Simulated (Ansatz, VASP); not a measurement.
One calculation of Au, two programs

```
CELL_PARAMETERS angstrom
-1.52469 1.52469 1.59098
1.52469 -1.52469 1.59098
1.52469 1.52469 -1.59098
ATOMIC_POSITIONS crystal
Au 0.00000 0.00000 0.00000
```

Change from the starting cell: strain -0.080 along x and y, -0.040 along z, atoms carried along.

Alike in both runs: task single point; functional r2SCAN; k mesh 24 × 24 × 24; occupations gaussian, width 0.15 eV; no spin polarisation.

|  | VASP | Ansatz |
| --- | --- | --- |
| version | VASP 6.6.1 | Ansatz 0.2.0 |
| potentials or method | VASP PAW PBE potentials, release 64 (Au), cutoff 520 eV | scalar-relativistic, plane waves, PAW |
| valence electrons in the cell | 11 | 19 |

Ansatz gave:

- gap on the k mesh at the Fermi level (eV): none
- pressure (GPa): 43.6
- traceless stress, the component that is largest in VASP (GPa): 0.12

Problem. What did VASP give for the same quantities?

Solution. gap on the k mesh at the Fermi level (eV): none; pressure (GPa): 44.5; traceless stress, the component that is largest in VASP (GPa): 0.12.

VASP's potentials were made for PBE, not for r2SCAN. A gap of «none» marks a metal or a gap that the smearing closes. Both programs put the cell under a high pressure, so it lies far from rest at this level. The functional is the same, so the differences come from potentials, cutoffs and numerics. VASP's potentials hold 11 valence electrons a cell and Ansatz's 19, so a difference there can come from the potentials and not from the codes.

Neither program's run includes spin-orbit coupling.
